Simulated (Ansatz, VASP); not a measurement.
## Pd: VASP beside Ansatz

```xyz
1
Lattice="2.5719 0.0000 0.0000 0.0000 2.5719 0.0000 0.0000 0.0000 2.5719" Properties=species:S:1:pos:R:3 pbc="T T T"
Pd    0.0000    0.0000    0.0000
```

Alike in both runs: task single point; functional RPBE; k mesh 13 × 13 × 13; occupations fermi-dirac, width 0.1 eV; no spin polarisation.

```csv
,VASP,Ansatz
version,VASP 6.6.1,Ansatz 0.2.0
potentials or method,"VASP PAW PBE potentials, release 64 (Pd), cutoff 520 eV","plane waves (420 eV) with PAW, scalar-relativistic"
valence electrons in the cell,10,18
```

```tsv
	VASP	Ansatz	Ansatz less VASP
pressure (GPa)	10.4	10.8	+0.39
```

VASP's potentials were made for PBE, not for RPBE. VASP's potentials hold 10 valence electrons a cell and Ansatz's 18, so a difference there can come from the potentials and not from the codes.
